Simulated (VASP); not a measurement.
Wanted: the native input for a VASP 6.6.1 run.

| Item | Value |
| --- | --- |
| Task | single point |
| Functional | PBE |
| Potentials or basis | VASP PAW PBE potentials, release 64 (Mo_sv) |
| Cutoff | 520 eV |
| k mesh | 18 × 18 × 18 |
| Occupations | fermi-dirac, width 0.05 eV |
| Spin | no spin polarisation |
| Dipole correction | no |
| Further INCAR settings | ALGO = Normal; EDIFF = 1e-06; NBANDS = 21 |

The structure of Mo lies in POSCAR:

```
Mo
1.0
   -2.4218258241      2.4218258241      1.2667458571
    2.4218258241     -2.4218258241      1.2667458571
    2.4218258241      2.4218258241     -1.2667458571
Mo
2
Direct
   -0.3750000000     -0.1250000000     -0.2500000000
    0.3750000000      0.1250000000      0.2500000000
```

These files were run (other wordings do the same):

INCAR

```
PREC = Accurate
ENCUT = 520
EDIFF = 1E-6
ISMEAR = -1
SIGMA = 0.05
LREAL = False
LASPH = True
NELM = 80
ALGO = Normal
ISIF = 2
LWAVE = False
LCHARG = False
GGA = PE
NBANDS = 21
```

KPOINTS

```
Automatic mesh
0
Gamma
  18 18 18
```

Potentials or basis: VASP PAW PBE potentials, release 64 (Mo_sv).

Command:

```sh
$ cat potpaw_PBE.64/Mo_sv/POTCAR > POTCAR
$ mpirun -np 1 vasp_std > vasp.out
```

It gave:

```yaml
Pressure: 35.0 GPa
Band_gap_on_the_k_mesh: zero (bands 14 and 15 overlap by 3.18 eV)
```

Caveat: the cell stands under pressure.

Run time: 5.9 min on 1 thread of Intel Xeon 8259CL, with other jobs on the host, peak memory 0.35 GiB.
